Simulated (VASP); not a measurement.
# GaP (F-43m) in VASP: a series of runs

GaP is run at these levels: PBE; tasks: single point.

Program: VASP 6.6.1. These are calculated values, not measurements. Logs are shortened: lines on timing, memory, paths and dates and some standing lists are left out, and cuts for length are marked.

## (1) The cell of the first run

The structure is cubic, space group F-43m (No. 216). The conventional cell has a = 5.505 Å, b = 5.505 Å, c = 5.505 Å, α = 90.00°, β = 90.00°, γ = 90.00°. Within 3.1 Å of Ga (site symmetry -43m) lie 4 P at 2.38 Å. Within 3.1 Å of P (site symmetry -43m) lie 4 Ga at 2.38 Å.

## (2) Single point, PBE

Input file INCAR:

```
SYSTEM = GaP
PREC = Accurate ; ENCUT = 520
EDIFF = 1E-6 ; ISMEAR = 0
SIGMA = 0.01 ; LREAL = Auto
LASPH = .True. ; NELM = 100
ALGO = Normal ; ISIF = 2
LWAVE = .False. ; LCHARG = .False.
GGA = PE ; NBANDS = 166
```

Input file KPOINTS:

```
Automatic mesh
0
Gamma
  3 3 3
  0 0 0
```

Input file POSCAR:

```
GaP
1.0
    5.5051169748      5.5051169748     -5.5051169748
   -5.5051169748     -5.5051169748     -5.5051169748
   -5.5051169748      5.5051169748      5.5051169748
Ga P
16 16
Direct
    0.2500000000      0.5000000000      0.2500000000
    0.5000000000      0.2500000000      0.2500000000
    0.7500000000      0.0000000000      0.2500000000
    0.7500000000      0.5000000000      0.7500000000
    0.0000000000      0.5000000000      0.5000000000
    0.2500000000      0.2500000000      0.5000000000
    0.5000000000      0.0000000000      0.5000000000
    0.7500000000      0.7500000000      0.5000000000
    1.0000000000      0.7500000000      0.2500000000
    0.5000000000      0.5000000000      0.0000000000
    0.7500000000      0.2500000000      0.0000000000
    0.0000000000      0.2500000000      0.7500000000
    0.2500000000      1.0000000000      0.7500000000
    0.5000000000      0.7500000000      0.7500000000
    0.0000000000      0.0000000000      0.0000000000
    0.2500000000      0.7500000000      0.0000000000
    0.2500000000      0.5000000000      0.0000000000
    0.5000000000      0.2500000000      0.0000000000
    0.7500000000      0.0000000000      0.0000000000
    0.7500000000      0.5000000000      0.5000000000
    0.0000000000      0.5000000000      0.2500000000
    0.2500000000      0.2500000000      0.2500000000
    0.5000000000      0.0000000000      0.2500000000
    0.7500000000      0.7500000000      0.2500000000
    0.0000000000      0.7500000000      0.0000000000
    0.5000000000      0.5000000000      0.7500000000
    0.7500000000      0.2500000000      0.7500000000
    0.0000000000      0.2500000000      0.5000000000
    0.2500000000      0.0000000000      0.5000000000
    0.5000000000      0.7500000000      0.5000000000
    0.0000000000      0.0000000000      0.7500000000
    0.2500000000      0.7500000000      0.7500000000
```

Potentials or basis: VASP PAW PBE potentials, release 64 (Ga_d, P).

On the command line:

```bash
$ cat potpaw_PBE.64/Ga_d/POTCAR potpaw_PBE.64/P/POTCAR > POTCAR
$ mpirun -np 1 vasp_std > vasp.out
```

OUTCAR:

```text
SYSTEM = GaP
   PREC = Accurate
   ENCUT = 520
   EDIFF = 1E-6
   ISMEAR = 0
   LREAL = Auto
   LASPH = .True.
   NELM = 100
   ISIF = 2
   GGA = PE

 ion  position               nearest neighbor table
   1  0.250  0.500  0.250-  17 2.38  21 2.38  22 2.38  30 2.38
   2  0.500  0.250  0.250-  18 2.38  20 2.38  22 2.38  23 2.38
   3  0.750  0.000  0.250-  19 2.38  23 2.38  24 2.38  28 2.38
   4  0.750  0.500  0.750-  20 2.38  25 2.38  26 2.38  27 2.38
   5  0.000  0.500  0.500-  20 2.38  21 2.38  28 2.38  32 2.38
   6  0.250  0.250  0.500-  22 2.38  26 2.38  28 2.38  29 2.38
[... 24 lines left out ...]
  31  0.000  0.000  0.750-   8 2.38  12 2.38  13 2.38  15 2.38
  32  0.250  0.750  0.750-   5 2.38  13 2.38  14 2.38  16 2.38

  LATTYP: Found a body centered cubic cell.
 ALAT       =    11.0102339496

  Lattice vectors:

 A1 = (   5.5051169748,   5.5051169748,  -5.5051169748)
 A2 = (  -5.5051169748,  -5.5051169748,  -5.5051169748)
 A3 = (  -5.5051169748,   5.5051169748,   5.5051169748)

Analysis of symmetry for initial positions (statically):
=====================================================================
 Subroutine PRICEL returns following result:

  LATTYP: Found a face centered cubic cell.
 ALAT       =     5.5051169748

  Lattice vectors:

 A1 = (  -2.7525584874,  -2.7525584874,   0.0000000000)
 A2 = (  -0.0000000000,  -2.7525584874,   2.7525584874)
 A3 = (  -2.7525584874,  -0.0000000000,   2.7525584874)

  16 primitive cells build up your supercell.

 Routine SETGRP: Setting up the symmetry group for a
 body centered cubic supercell.

 Subroutine GETGRP returns: Found 24 space group operations
 (whereof 24 operations were pure point group operations)
 out of a pool of 48 trial point group operations.

The static configuration has the point symmetry T_d .

Analysis of symmetry for dynamics (positions and initial velocities):
=====================================================================
 Subroutine PRICEL returns following result:

  LATTYP: Found a face centered cubic cell.
 ALAT       =     5.5051169748

  Lattice vectors:

 A1 = (  -2.7525584874,  -2.7525584874,   0.0000000000)
 A2 = (  -0.0000000000,  -2.7525584874,   2.7525584874)
 A3 = (  -2.7525584874,  -0.0000000000,   2.7525584874)

  16 primitive cells build up your supercell.

 Routine SETGRP: Setting up the symmetry group for a
 body centered cubic supercell.

 Subroutine GETGRP returns: Found 24 space group operations
 (whereof 24 operations were pure point group operations)
 out of a pool of 48 trial point group operations.

The dynamic configuration has the point symmetry T_d .

 Subroutine INISYM returns: Found 24 space group operations
 (whereof 24 operations are pure point group operations),
 and found    16 'primitive' translations

----------------------------------------------------------------------------------------

                                     Primitive cell

  volume of cell :      41.7099

  direct lattice vectors                    reciprocal lattice vectors
    -2.752558487 -2.752558487  0.000000000    -0.181649183 -0.181649183 -0.181649183
    -0.000000000 -2.752558487  2.752558487     0.181649183 -0.181649183  0.181649183
    -2.752558487 -0.000000000  2.752558487    -0.181649183  0.181649183  0.181649183

  length of vectors
     3.892705544  3.892705544  3.892705544     0.314625614  0.314625614  0.314625614

  position of ions in fractional coordinates (direct lattice)
     1.000000000  0.000000000  0.000000000
     0.250000000  0.250000000  0.250000000

  ion indices of the primitive-cell ions
   primitive index   ion index
                 1           1
                 2          17

----------------------------------------------------------------------------------------

 KPOINTS: Automatic mesh

Automatic generation of k-mesh.
 Grid dimensions read from file:
 generate k-points for:    3    3    3

 Generating k-lattice:

  Cartesian coordinates                     Fractional coordinates (reciprocal lattice)
     0.000000000  0.030274864 -0.030274864     0.333333333  0.000000000  0.000000000
    -0.030274864  0.000000000 -0.030274864     0.000000000  0.333333333  0.000000000
    -0.030274864  0.030274864  0.000000000     0.000000000  0.000000000  0.333333333

  Length of vectors
     0.042815123  0.042815123  0.042815123

  Shift w.r.t. Gamma in fractional coordinates (k-lattice)
     0.000000000  0.000000000  0.000000000

 Subroutine IBZKPT returns following result:
 ===========================================

 Found      4 irreducible k-points:

 Following reciprocal coordinates:
            Coordinates               Weight
  0.000000  0.000000  0.000000      1.000000
  0.333333  0.000000  0.000000     12.000000
  0.333333  0.333333  0.000000      8.000000
 -0.333333  0.333333  0.333333      6.000000
   k-points           NKPTS =      4   k-points in BZ     NKDIM =      4   number of bands    NBANDS=    166
   number of dos      NEDOS =    301   number of ions     NIONS =     32
   total plane-waves  NPLWV = 373248
   dimension x,y,z NGX =    72 NGY =   72 NGZ =   72
   dimension x,y,z NGXF=   144 NGYF=  144 NGZF=  144
   ions per type =              16  16
   NGX,Y,Z   is equivalent  to a cutoff of  12.55, 12.55, 12.55 a.u.
   NGXF,Y,Z  is equivalent  to a cutoff of  25.11, 25.11, 25.11 a.u.
 SYSTEM =  GaP
   PREC   = accura    normal or accurate (medium, high low for compatibility)
   ISTART =      0    job   : 0-new  1-cont  2-samecut
   ICHARG =      2    charge: 1-file 2-atom 10-const
   ISPIN  =      1    spin polarized calculation?
   LNONCOLLINEAR =      F non collinear calculations
   LSORBIT =      F    spin-orbit coupling
   LASPH  =      T    aspherical Exc in radial PAW
   ENCUT  =  520.0 eV  38.22 Ry    6.18 a.u.  17.73 17.73 17.73*2*pi/ulx,y,z
   NELM   =    100;   NELMIN=  2; NELMDL= -5     # of ELM steps
   EDIFF  = 0.1E-05   stopping-criterion for ELM
   LREAL  =      T    real-space projection
   EDIFFG = 0.1E-04   stopping-criterion for IOM
   NSW    =      0    number of steps for IOM
   IBRION =     -1    ionic relax: 0-MD 1-quasi-New 2-CG
   NFREE  =      0    steps in history (QN), initial steepest desc. (CG)
   ISIF   =      2    stress and relaxation
   ISYM   =      2    0-nonsym 1-usesym 2-fastsym
   POTIM  = 0.5000    time-step for ionic-motion
   TEBEG  =    0.0;   TEEND  =   0.0 temperature during run
   PSTRESS=    0.0 pullay stress
   NELECT =     288.0000    total number of electrons
   NUPDOWN=      -1.0000    fix difference up-down
   EMIN   =  10.00;   EMAX   =-10.00  energy-range for DOS
   EFERMI =   0.00;   METHOD = LEGACY
   ISMEAR =     0;   SIGMA  =   0.01  broadening in eV -4-tet -1-fermi 0-gaus
   EFERMI_NEDOS =   21; number of points for ismear=-14 and -15
   IALGO  =     38    algorithm
   IMIX   =      4    mixing-type and parameters
     AMIX     =   0.40;   BMIX     =  1.00
     AMIX_MAG =   1.60;   BMIX_MAG =  1.00
  volume/ion in A,a.u.               =      20.85       140.74
  Fermi-wavevector in a.u.,A,eV,Ry     =   1.237141  2.337857 20.823951  1.530517
  Thomas-Fermi vector in A             =   2.371720
   LORBIT       =      0    0 simple, 1 ext, 2 COOP (PROOUT), +10 PAW based schemes
   GGA     = PE    functional components
   LHFCALC =     F    Hartree Fock is set to
   AEXX    =    0.0000 exact exchange contribution
   IVDW    =     0    specifies the selected vdW correction
   LEPSILON=     F    determine dielectric tensor
   LRPA    =     F    only Hartree local field effects (RPA)
 non-spin polarized calculation
 Gauss-broadening in eV      SIGMA  =   0.01
  energy-cutoff  :      520.00
  volume of cell :      667.36
 maximum number of plane-waves:     18017
   NGX = 35   NGY = 35   NGZ = 35

 number of electron     288.0000158 magnetization

 Free energy of the ion-electron system (eV)
  ---------------------------------------------------
  ext. energy  EPLUGINS =         0.00000000
  ---------------------------------------------------
  free energy    TOTEN  =      -146.05913735 eV

  energy without entropy =     -146.05913735  energy(sigma->0) =     -146.05913735

 E-fermi :   4.4470     XC(G=0):  -9.6978

 val. band max:        4.3506295554   @ k =   0.0000   0.0000   0.0000
 cond. band min:       5.9308211508   @ k =   0.0000   0.0000   0.0000
 fundamental gap:      1.5801915954
 Fermi energy:         4.4470240339

 k-point     1 :       0.0000    0.0000    0.0000
  band No.  band energies     occupation
      1     -10.2581      2.00000
      2     -10.2581      2.00000
      3     -10.2581      2.00000
      4     -10.2195      2.00000
      5     -10.2195      2.00000
      6     -10.2195      2.00000
[... 148 lines left out ...]
    155       7.4622      0.00000
    156       7.4622      0.00000

 k-point     2 :       0.3333    0.0000    0.0000
  band No.  band energies     occupation
      1     -10.2506      2.00000
      2     -10.2488      2.00000
      3     -10.2488      2.00000
      4     -10.2357      2.00000
      5     -10.2294      2.00000
      6     -10.2294      2.00000
[... 148 lines left out ...]
    155       7.2631      0.00000
    156       7.4461      0.00000

 k-point     3 :       0.3333    0.3333    0.0000
  band No.  band energies     occupation
      1     -10.2389      2.00000
      2     -10.2389      2.00000
      3     -10.2389      2.00000
      4     -10.2389      2.00000
      5     -10.2389      2.00000
      6     -10.2389      2.00000
[... 148 lines left out ...]
    155       7.1314      0.00000
    156       7.1314      0.00000

 k-point     4 :      -0.3333    0.3333    0.3333
  band No.  band energies     occupation
      1     -10.2453      2.00000
      2     -10.2453      2.00000
      3     -10.2373      2.00000
      4     -10.2373      2.00000
      5     -10.2373      2.00000
      6     -10.2373      2.00000
[... 148 lines left out ...]
    155       7.2693      0.00000
    156       7.8427      0.00000
 [bands above 156 left out]

------------------------ aborting loop because EDIFF is reached ----------------------------------------

  FORCE on cell =-STRESS in cart. coord.  units (eV):
  Direction    XX          YY          ZZ          XY          YZ          ZX
  --------------------------------------------------------------------------------------
  -------------------------------------------------------------------------------------
  Total        0.0579820      0.0579820      0.0579820     -0.0000000     -0.0000000     -0.0000000
  in kB        0.1392015      0.1392015      0.1392015     -0.0000000     -0.0000000     -0.0000000
  external PRESSURE =       0.1392015 kB  Pullay stress =       0.0000000 kB

 VOLUME and BASIS-vectors are now :
 -----------------------------------------------------------------------------
  energy-cutoff  :      520.00
  volume of cell :      667.36
      direct lattice vectors                 reciprocal lattice vectors
     5.505116975  5.505116975 -5.505116975     0.000000000  0.090824591 -0.090824591
    -5.505116975 -5.505116975 -5.505116975    -0.090824591  0.000000000 -0.090824591
    -5.505116975  5.505116975  5.505116975    -0.090824591  0.090824591  0.000000000

 POSITION                                       TOTAL-FORCE (eV/Angst)
 -----------------------------------------------------------------------------------
     -2.75256      0.00000     -2.75256        -0.000000     -0.000000      0.000000
      0.00000      2.75256     -2.75256        -0.000000      0.000000     -0.000000
      2.75256      5.50512     -2.75256         0.000000      0.000000     -0.000000
     -2.75256      5.50512     -2.75256         0.000000      0.000000      0.000000
     -5.50512      0.00000      0.00000        -0.000000     -0.000000     -0.000000
     -2.75256      2.75256      0.00000         0.000000      0.000000      0.000000
[... 24 lines left out ...]
     -4.12884      4.12884      4.12884         0.000000      0.000000      0.000000
     -6.88140      1.37628     -1.37628         0.000000      0.000000      0.000000
 -----------------------------------------------------------------------------------
    total drift:                               -0.000036      0.000036     -0.000035

  FREE ENERGIE OF THE ION-ELECTRON SYSTEM (eV)
  ---------------------------------------------------
  free  energy   TOTEN  =      -146.0591373488 eV

  energy  without entropy=     -146.0591373488  energy(sigma->0) =     -146.05913735
```

It took 8.5 min on 1 thread of Intel Xeon 6975P-C (Granite Rapids), shared host; peak memory 0.86 GiB.

Results:

| Item | Value |
| --- | --- |
| Free energy | -146.0591 eV |
| Pressure | 0.0 GPa |
| Band gap on the k mesh | 1.58 eV |

Levels at points of the mesh, in eV from the valence-band top:
```
           k point  band 140  band 141  band 142  band 143  band 144  band 145  band 146  band 147  band 148  band 149
(0.00, 0.00, 0.00)     -1.15     -1.15      0.00      0.00      0.00      1.58      1.72      1.72      1.72      1.85
```

(Continued in part 2 of 3.)
